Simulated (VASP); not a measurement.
Here is a VASP 6.6.1 calculation.

Contents of INCAR:

```
SYSTEM = BN
PREC = Accurate
ENCUT = 520
EDIFF = 1E-7
ISMEAR = 0
SIGMA = 0.05
LREAL = .False.
LASPH = .True.
NELM = 60
ALGO = Normal
ISIF = 2
LWAVE = .False.
LCHARG = .False.
NBANDS = 11
```

Contents of KPOINTS:

```
Automatic mesh
0
Gamma
  12 12 12
  0 0 0
```

Contents of POSCAR:

```
BN
1.0
    0.0000000000      1.8130010000      1.8130010000
    1.8130010000      0.0000000000      1.8130010000
    1.8130010000      1.8130010000      0.0000000000
B N
1 1
Direct
    0.0000000000      0.0000000000      0.0000000000
    0.7500000000      0.7500000000      0.7500000000
```

Potentials or basis: VASP PAW LDA potentials, release 64 (B, N).

Command:

```console
$ cat potpaw_LDA.64/B/POTCAR potpaw_LDA.64/N/POTCAR > POTCAR
$ mpirun -np 1 vasp_std > vasp.out
```

(1) What does it give for the pressure?

(2) Estimate the band gap on the k mesh.

## Answers

(1) -13.4 GPa.

(2) 4.33 eV, indirect (least direct gap 8.64 eV).
